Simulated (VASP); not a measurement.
Al3C: relaxation of the atoms with r2SCAN

System: Al3C, a slab with vacuum.

```
CELL_PARAMETERS angstrom
2.82277 0.00000 0.00000
0.00000 2.82277 0.00000
0.00000 0.00000 19.60070
ATOMIC_POSITIONS crystal
Al 0.50000 0.50000 0.20407
Al 0.00000 0.00000 0.30867
Al 0.50000 0.50000 0.41329
C 0.50000 0.00000 0.48012
```

| Property | Result |
| --- | --- |
| Program | VASP 6.6.1 |
| Task | relaxation of the atoms |
| Functional | r2SCAN |
| Potentials or basis | VASP PAW PBE potentials, release 64 (Al, C) |
| Cutoff | 520 eV |
| k mesh | 9 × 9 × 1 |
| Occupations | gaussian, width 0.1 eV |
| Spin | no spin polarisation |
| Dipole correction | yes |
| Atoms held fixed (from 0) | [0, 1, 2] |
| Further INCAR settings | ALGO = Normal; EDIFF = 1e-06; IBRION = 2; EDIFFG = -0.025; NSW = 36 |
| Atoms held along some axes (from 0) | atom 3 along a and b |

The energy gained by relaxing is 7.5 meV/atom and the ionic steps are 3. The band gap on the k mesh is zero (an odd number of electrons rules out a gap without spin polarisation).

Step by step:
```tsv
step	energy change (eV)	largest force on free atoms (eV/Å)	pressure (GPa)
1	0.0000	0.7064	-0.30
2	-0.0199	0.4495	-0.72
3	-0.0301	0.0019	-1.17
```

Final structure:
```
Al C
1.0
     2.82277    0.00000    0.00000
     0.00000    2.82277    0.00000
     0.00000    0.00000   19.60070
Al C
3 1
Direct
  0.50000 0.50000 0.20407
  0.00000 0.00000 0.30867
  0.50000 0.50000 0.41329
  0.50000 0.00000 0.48411
```

Levels at points of the mesh, in eV from the Fermi level:
| k point | band 3 | band 4 | band 5 | band 6 | band 7 | band 8 | band 9 | band 10 |
| --- | --- | --- | --- | --- | --- | --- | --- | --- |
| (0.00, 0.00, 0.00) | -7.80 | -4.07 | -1.32 | 1.32 | 2.19 | 2.41 | 4.51 | 5.78 |

It took 7.3 min on 1 thread of Intel(R) Xeon(R) Platinum 8488C (Sapphire Rapids) (shared host), peak memory 0.32 GiB.

Caveat: the PAW data sets were made with another functional, which shifts forces and pressure a little.
